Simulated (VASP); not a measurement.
A run of VASP 6.6.1 is set up as follows.

Contents of INCAR:

```
ALGO     = Normal         # electronic algorithm
EDIFF    = 1E-6           # SCF threshold, eV
ENCUT    = 520            # plane-wave cutoff, eV
GGA      = PE             # functional
ISIF     = 2              # what is computed and relaxed
ISMEAR   = -1             # smearing method
LASPH    = True           # aspherical terms in the spheres
LCHARG   = False          # write CHGCAR
LREAL    = False          # projectors in reciprocal space
LWAVE    = False          # write WAVECAR
NBANDS   = 12             # bands
NELM     = 80             # most SCF steps
PREC     = Accurate       # precision mode
SIGMA    = 0.1            # smearing width, eV
```

Contents of KPOINTS:

```
k-points
0
Gamma
  7 7 7
```

The input POSCAR:

```
Cu
1.0
    0.0000000000      1.8145751207      1.8145751207
    1.8145751207      0.0000000000      1.8145751207
    1.8145751207      1.8145751207      0.0000000000
Cu
1
Direct
    0.0000000000      0.0000000000      0.0000000000
```

Potentials or basis: VASP PAW PBE potentials, release 64 (Cu).

The run is started by

```console
$ cat potpaw_PBE.64/Cu/POTCAR > POTCAR
$ mpirun -np 1 vasp_std > vasp.out
```

Task: Predict the pressure.

Result: 0.4 GPa.

Caveat: the k points lie up to 0.43 Å⁻¹ apart.
